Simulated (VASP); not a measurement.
The system is Hg.

```
CELL_PARAMETERS angstrom
2.49952 -1.86718 0.08365
2.49952 1.86718 0.08365
-1.44777 0.00000 7.96993
ATOMIC_POSITIONS crystal
Hg 0.66684 0.66684 0.33334
Hg 0.33316 0.33316 0.66666
Hg 0.00000 0.00000 0.00000
```

Base run:

| Quantity | Value |
| --- | --- |
| Program | VASP 6.6.1 |
| Functional | PBE |
| Potentials or basis | VASP PAW PBE potentials, release 64 (Hg) |
| Cutoff | 520 eV |
| k mesh | 8 × 8 × 4 |
| Occupations | fermi-dirac, width 0.02 eV |
| Spin | no spin polarisation |

Its results: band gap on the k mesh zero (bands 18 and 19 overlap by 2.39 eV); pressure 3.4 GPa.

Q: The run is repeated on the same cell with these changes: functional from PBE to r2SCAN. What comes out?

A: Band gap on the k mesh zero (bands 18 and 19 overlap by 2.30 eV); pressure 2.1 GPa.

Caveats: spin-orbit coupling is left out, which moves the levels of the heavy elements; the cell stands under pressure (at least some runs); the PAW data sets were made with another functional, which shifts forces and pressure a little (at least some runs).
